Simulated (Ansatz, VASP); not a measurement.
**Pd: VASP beside Ansatz**

```
CELL_PARAMETERS angstrom
2.78887 0.00000 0.00000
0.00000 2.78887 0.00000
0.00000 0.00000 19.94410
ATOMIC_POSITIONS crystal
Pd 0.00000 0.00000 0.40280
Pd 0.50000 0.50000 0.50000
Pd 0.00000 0.00000 0.59720
```

Alike in both runs: functional PBE; k mesh 12 × 12 × 1; occupations fermi-dirac, width 0.05 eV; no spin polarisation.

Ansatz relaxed the structure, and its values are those at the end. VASP's run is a single point on that final structure, the one shown.

|  | VASP | Ansatz |
| --- | --- | --- |
| version | VASP 6.6.1 | Ansatz 0.2.0 |
| potentials or method | VASP PAW PBE potentials, release 64 (Pd) | PAW with Ansatz's default frozen-core files, scalar-relativistic |
| plane-wave cutoff (eV) | 400 | 420 |
| valence electrons in the cell | 30 | 54 |

```tsv
	VASP	Ansatz	Ansatz less VASP
rms of the force components (eV/Å)	0.007	0.001	-0.0051
```

VASP's potentials hold 30 valence electrons a cell and Ansatz's 54, so a difference there can come from the potentials and not from the codes. Ansatz's warnings: stress scf threshold loose, xc potential rough in thin density.
